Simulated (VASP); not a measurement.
# Eu2CrH6 in VASP: single point with PBE

Aim: the single point of Eu2CrH6 with PBE.

Program: VASP 6.6.1. These are calculated values, not measurements. Logs are shortened: lines on timing, memory, paths and dates and some standing lists are left out, and cuts for length are marked.

### 1 The cell of the first run

The typed cell holds 9 atoms: a = 5.445 Å, b = 5.445 Å, c = 4.055 Å, α = 90.00°, β = 90.00°, γ = 120.00°.

### 2 Single point, PBE, collinear spin, ferromagnetic start

The input, INCAR:

```
PREC = Accurate ; ENCUT = 520
EDIFF = 1E-6 ; ISMEAR = -1
SIGMA = 0.1 ; LREAL = F
LASPH = T ; NELM = 150
ALGO = Normal ; ISIF = 2
LWAVE = F ; LCHARG = F
ISPIN = 2 ; MAGMOM = 7.27 7.27 3.14 -0.02 -0.02 -0.02 -0.02 -0.02 -0.02
LORBIT = 11 ; LMAXMIX = 6
GGA = PE ; NBANDS = 40
```

The input, KPOINTS:

```
Automatic mesh
0
Gamma
  4 4 5
```

The input, POSCAR:

```
Eu2CrH6
1.0
    5.4449455800      0.0000000000      0.0000000000
   -2.7224727900      4.7154639900      0.0000000000
    0.0000000000      0.0000000000      4.0547464900
Eu Cr H
2 1 6
Direct
    0.3333000000      0.6667000000      0.2641000000
    0.6667000000      0.3333000000      0.7359000000
    0.0000000000      0.0000000000      0.0000000000
    0.8221000000      0.1779000000      0.2430000000
    0.8221000000      0.6442000000      0.2430000000
    0.3558000000      0.1779000000      0.2430000000
    0.1779000000      0.8221000000      0.7570000000
    0.6442000000      0.8221000000      0.7570000000
    0.1779000000      0.3558000000      0.7570000000
```

Potentials or basis: VASP PAW PBE potentials, release 64 (Eu, Cr_pv, H).

Command:

```console
> cat potpaw_PBE.64/Eu/POTCAR potpaw_PBE.64/Cr_pv/POTCAR potpaw_PBE.64/H/POTCAR > POTCAR
> mpirun -np 1 vasp_std > vasp.out
```

OUTCAR:

```text
PREC = Accurate
   ENCUT = 520
   EDIFF = 1E-6
   ISMEAR = -1
   LREAL = F
   LASPH = T
   NELM = 150
   ISIF = 2
   ISPIN = 2
   LORBIT = 11
   GGA = PE

 ion  position               nearest neighbor table
   1  0.333  0.667  0.264-   3 3.32   3 3.32   3 3.32
   2  0.667  0.333  0.736-   3 3.32   3 3.32   3 3.32
   3  0.000  0.000  0.000-   4 1.95   6 1.95   7 1.95   8 1.95   5 1.95   9 1.95   1 3.32   2 3.32
                             2 3.32   1 3.32   2 3.32   1 3.32
   4  0.822  0.178  0.243-   3 1.95
   5  0.822  0.644  0.243-   3 1.95
   6  0.356  0.178  0.243-   3 1.95
   7  0.178  0.822  0.757-   3 1.95
   8  0.644  0.822  0.757-   3 1.95
   9  0.178  0.356  0.757-   3 1.95

  LATTYP: Found a hexagonal cell.
 ALAT       =     5.4449455800
 C/A-ratio  =     0.7446808109

  Lattice vectors:

 A1 = (   5.4449455800,   0.0000000000,   0.0000000000)
 A2 = (  -2.7224727900,   4.7154639900,   0.0000000000)
 A3 = (   0.0000000000,   0.0000000000,   4.0547464900)

Analysis of symmetry for initial positions (statically):
=====================================================================
 Subroutine PRICEL returns:
 Original cell was already a primitive cell.

 Routine SETGRP: Setting up the symmetry group for a
 hexagonal supercell.

 Subroutine GETGRP returns: Found  4 space group operations
 (whereof  4 operations were pure point group operations)
 out of a pool of 24 trial point group operations.

The static configuration has the point symmetry C_2h.

Analysis of symmetry for dynamics (positions and initial velocities):
=====================================================================
 Subroutine PRICEL returns:
 Original cell was already a primitive cell.

 Routine SETGRP: Setting up the symmetry group for a
 hexagonal supercell.

 Subroutine GETGRP returns: Found  4 space group operations
 (whereof  4 operations were pure point group operations)
 out of a pool of 24 trial point group operations.

The dynamic configuration has the point symmetry C_2h.

Analysis of structural, dynamic, and magnetic symmetry:
=====================================================================
 Subroutine PRICEL returns:
 Original cell was already a primitive cell.

 Routine SETGRP: Setting up the symmetry group for a
 hexagonal supercell.

 Subroutine GETGRP returns: Found  4 space group operations
 (whereof  4 operations were pure point group operations)
 out of a pool of 24 trial point group operations.

The overall configuration has the point symmetry C_2h.

 Subroutine INISYM returns: Found  4 space group operations
 (whereof  4 operations are pure point group operations),
 and found     1 'primitive' translations

----------------------------------------------------------------------------------------

                                     Primitive cell

  volume of cell :     104.1074

  direct lattice vectors                    reciprocal lattice vectors
     5.444945580  0.000000000  0.000000000     0.183656565  0.106034104  0.000000000
    -2.722472790  4.715463990  0.000000000     0.000000000  0.212068208  0.000000000
     0.000000000  0.000000000  4.054746490     0.000000000  0.000000000  0.246624543

  length of vectors
     5.444945580  5.444948001  4.054746490     0.212068303  0.212068208  0.246624543

  position of ions in fractional coordinates (direct lattice)
     0.333300000  0.666700000  0.264100000
     0.666700000  0.333300000  0.735900000
     0.000000000  0.000000000  0.000000000
     0.822100000  0.177900000  0.243000000
     0.822100000  0.644200000  0.243000000
     0.355800000  0.177900000  0.243000000
     0.177900000  0.822100000  0.757000000
     0.644200000  0.822100000  0.757000000
     0.177900000  0.355800000  0.757000000

  ion indices of the primitive-cell ions
   primitive index   ion index
                 1           1
[... 65 lines left out ...]
   dimension x,y,z NGX =    40 NGY =   40 NGZ =   30
   dimension x,y,z NGXF=    80 NGYF=   80 NGZF=   60
   ions per type =               2   1   6
   NGX,Y,Z   is equivalent  to a cutoff of  12.21, 12.21, 12.30 a.u.
   NGXF,Y,Z  is equivalent  to a cutoff of  24.43, 24.43, 24.60 a.u.
 SYSTEM =  unknown system
   PREC   = accura    normal or accurate (medium, high low for compatibility)
   ISTART =      0    job   : 0-new  1-cont  2-samecut
   ICHARG =      2    charge: 1-file 2-atom 10-const
   ISPIN  =      2    spin polarized calculation?
   LNONCOLLINEAR =      F non collinear calculations
   LSORBIT =      F    spin-orbit coupling
   LASPH  =      T    aspherical Exc in radial PAW
   ENCUT  =  520.0 eV  38.22 Ry    6.18 a.u.  10.12 10.12  7.54*2*pi/ulx,y,z
   NELM   =    150;   NELMIN=  2; NELMDL= -5     # of ELM steps
   EDIFF  = 0.1E-05   stopping-criterion for ELM
   LREAL  =      F    real-space projection
   EDIFFG = 0.1E-04   stopping-criterion for IOM
   NSW    =      0    number of steps for IOM
   IBRION =     -1    ionic relax: 0-MD 1-quasi-New 2-CG
   NFREE  =      0    steps in history (QN), initial steepest desc. (CG)
   ISIF   =      2    stress and relaxation
   ISYM   =      2    0-nonsym 1-usesym 2-fastsym
   POTIM  = 0.5000    time-step for ionic-motion
   TEBEG  =    0.0;   TEEND  =   0.0 temperature during run
   PSTRESS=    0.0 pullay stress
   NELECT =      52.0000    total number of electrons
   NUPDOWN=      -1.0000    fix difference up-down
   EMIN   =  10.00;   EMAX   =-10.00  energy-range for DOS
   EFERMI =   0.00;   METHOD = LEGACY
   ISMEAR =    -1;   SIGMA  =   0.10  broadening in eV -4-tet -1-fermi 0-gaus
   EFERMI_NEDOS =   21; number of points for ismear=-14 and -15
   IALGO  =     38    algorithm
   IMIX   =      4    mixing-type and parameters
     AMIX     =   0.40;   BMIX     =  1.00
     AMIX_MAG =   1.60;   BMIX_MAG =  1.00
  volume/ion in A,a.u.               =      11.57        78.06
  Fermi-wavevector in a.u.,A,eV,Ry     =   1.298919  2.454601 22.955619  1.687190
  Thomas-Fermi vector in A             =   2.430216
   LORBIT       =     11    0 simple, 1 ext, 2 COOP (PROOUT), +10 PAW based schemes
   GGA     = PE    functional components
   LHFCALC =     F    Hartree Fock is set to
   AEXX    =    0.0000 exact exchange contribution
   IVDW    =     0    specifies the selected vdW correction
   LEPSILON=     F    determine dielectric tensor
   LRPA    =     F    only Hartree local field effects (RPA)
 spin polarized calculation
  energy-cutoff  :      520.00
  volume of cell :      104.11
 maximum number of plane-waves:      2829
   NGX = 21   NGY = 21   NGZ = 15

 number of electron      52.0000004 magnetization      17.9009701

 Free energy of the ion-electron system (eV)
  ---------------------------------------------------
  ext. energy  EPLUGINS =         0.00000000
  ---------------------------------------------------
  free energy    TOTEN  =       -55.54640692 eV

  energy without entropy =      -55.39644566  energy(sigma->0) =      -55.47142629

 E-fermi :   3.5374     XC(G=0): -10.0410

 val. band max:        3.4977859245   @ k =  -0.2500   0.2500   0.4000
 cond. band min:       3.5534906736   @ k =   0.5000   0.5000   0.4000
 fundamental gap:      0.0557047492
 Fermi energy:         3.5374040537

 spin component 1

 k-point     1 :       0.0000    0.0000    0.0000
  band No.  band energies     occupation
      1     -40.9716      1.00000
      2     -40.9715      1.00000
      3     -40.9253      1.00000
      4     -38.1066      1.00000
      5     -38.0466      1.00000
      6     -17.0586      1.00000
[... 973 lines left out ...]
     37       4.1840      0.00155
     38       4.9652      0.00000

 [... further k-points ...]

 spin component 2

 k-point     1 :       0.0000    0.0000    0.0000
  band No.  band energies     occupation
      1     -37.4572      1.00000
      2     -37.4572      1.00000
      3     -37.2531      1.00000
      4     -35.0183      1.00000
      5     -34.9420      1.00000
      6     -14.8389      1.00000
[... 973 lines left out ...]
     37       7.9421      0.00000
     38       7.9802      0.00000

 [... further k-points ...]

 [bands above 38 left out]

------------------------ aborting loop because EDIFF is reached ----------------------------------------

  FORCE on cell =-STRESS in cart. coord.  units (eV):
  Direction    XX          YY          ZZ          XY          YZ          ZX
  --------------------------------------------------------------------------------------
  -------------------------------------------------------------------------------------
  Total       -2.8175133     -2.8176365     -1.0530803     -0.0001039     -0.0001175      0.0002034
  in kB      -43.3605585    -43.3624558    -16.2065438     -0.0015986     -0.0018082      0.0031306
  external PRESSURE =     -34.3098527 kB  Pullay stress =       0.0000000 kB

 VOLUME and BASIS-vectors are now :
 -----------------------------------------------------------------------------
  energy-cutoff  :      520.00
  volume of cell :      104.11
      direct lattice vectors                 reciprocal lattice vectors
     5.444945580  0.000000000  0.000000000     0.183656565  0.106034104  0.000000000
    -2.722472790  4.715463990  0.000000000     0.000000000  0.212068208  0.000000000
     0.000000000  0.000000000  4.054746490     0.000000000  0.000000000  0.246624543

 POSITION                                       TOTAL-FORCE (eV/Angst)
 -----------------------------------------------------------------------------------
     -0.00027      3.14380      1.07086         0.001261     -0.000728     -0.191379
      2.72275      1.57166      2.98389        -0.001261      0.000728      0.191379
      0.00000      0.00000      0.00000         0.000000      0.000000      0.000000
      3.99196      0.83888      0.98530         0.181185     -0.104608     -0.276348
      2.72247      3.03770      0.98530         0.000289      0.209166     -0.276326
      1.45298      0.83888      0.98530        -0.180999     -0.104833     -0.276326
     -1.26949      3.87658      3.06944        -0.181185      0.104608      0.276348
      1.26949      3.87658      3.06944         0.180999      0.104833      0.276326
      0.00000      1.67776      3.06944        -0.000289     -0.209166      0.276326
 -----------------------------------------------------------------------------------
    total drift:                               -0.000000     -0.000000      0.000000

  FREE ENERGIE OF THE ION-ELECTRON SYSTEM (eV)
  ---------------------------------------------------
  free  energy   TOTEN  =       -55.5464069250 eV

  energy  without entropy=      -55.3964456550  energy(sigma->0) =      -55.47142629

 total charge

# of ion       s       p       d       f       tot
--------------------------------------------------
    1        2.032   5.750   0.334   6.628  14.744
    2        2.032   5.750   0.334   6.628  14.744
    3        0.249   6.218   4.103   0.000  10.570
    4        0.521   0.006   0.000   0.000   0.527
    5        0.521   0.006   0.000   0.000   0.527
    6        0.521   0.006   0.000   0.000   0.527
    7        0.521   0.006   0.000   0.000   0.527
    8        0.521   0.006   0.000   0.000   0.527
    9        0.521   0.006   0.000   0.000   0.527
--------------------------------------------------
tot          7.442  17.752   4.772  13.255  43.221

 magnetization (x)

# of ion       s       p       d       f       tot
--------------------------------------------------
    1       -0.006  -0.104   0.118   6.598   6.605
    2       -0.006  -0.104   0.118   6.598   6.605
    3        0.039   0.036   3.496   0.000   3.571
    4       -0.032   0.004   0.000   0.000  -0.028
    5       -0.032   0.004   0.000   0.000  -0.028
    6       -0.032   0.004   0.000   0.000  -0.028
    7       -0.032   0.004   0.000   0.000  -0.028
    8       -0.032   0.004   0.000   0.000  -0.028
    9       -0.032   0.004   0.000   0.000  -0.028
--------------------------------------------------
tot         -0.164  -0.150   3.731  13.195  16.612
```

It took 24 min on 1 thread of Intel Xeon 8259CL, shared host; peak memory 0.39 GiB.

What came out:

```
Free energy                                           : -55.5464 eV
Pressure                                              : -3.4 GPa
Largest force                                         : 0.347 eV/Å
Net moment                                            : 17.90 μB per cell
Site moments                                          : Eu +6.61; Cr +3.57; H -0.03 μB
Valence electrons inside the program's atomic spheres : Eu 14.74; Cr 10.57; H 0.53
```

Forces in eV/Å, atoms in the order of the input:
```
Eu   0.001 -0.001 -0.191
Eu  -0.001  0.001  0.191
Cr   0.000  0.000  0.000
H    0.181 -0.105 -0.276
H    0.000  0.209 -0.276
H   -0.181 -0.105 -0.276
H   -0.181  0.105  0.276
H    0.181  0.105  0.276
H    0.000 -0.209  0.276
```

Levels at points of the mesh, in eV from the Fermi level:
Spin up:
| k point | band 32 | band 33 | band 34 | band 35 | band 36 | band 37 | band 38 | band 39 |
| --- | --- | --- | --- | --- | --- | --- | --- | --- |
| (0.00, 0.00, 0.00) | -0.46 | -0.44 | -0.44 | 0.60 | 0.60 | 0.79 | 2.15 | 2.15 |
| (0.50, 0.00, 0.00) | -0.42 | -0.40 | -0.39 | -0.14 | 0.93 | 1.27 | 1.41 | 1.51 |
| (0.50, 0.50, 0.00) | -0.42 | -0.40 | -0.39 | -0.14 | 0.93 | 1.27 | 1.41 | 1.51 |
Spin down:
```csv
k point,band 13,band 14,band 15,band 16,band 17,band 18,band 19,band 20,band 21,band 22
"(0.00, 0.00, 0.00)",-4.56,-4.39,-4.39,-3.23,-3.23,0.50,1.15,1.15,1.89,2.40
"(0.50, 0.00, 0.00)",-6.19,-5.05,-3.83,-3.15,-2.25,0.41,0.53,1.16,1.57,1.83
"(0.50, 0.50, 0.00)",-6.19,-5.05,-3.83,-3.15,-2.25,0.41,0.53,1.16,1.57,1.83
```

Caveat: the cell stands under tension; spin-orbit coupling is left out, which moves the levels of the heavy elements; semilocal functionals describe open f shells poorly, which spoils levels, moments and volumes. The state reached can hang on the start; a lower one may exist.
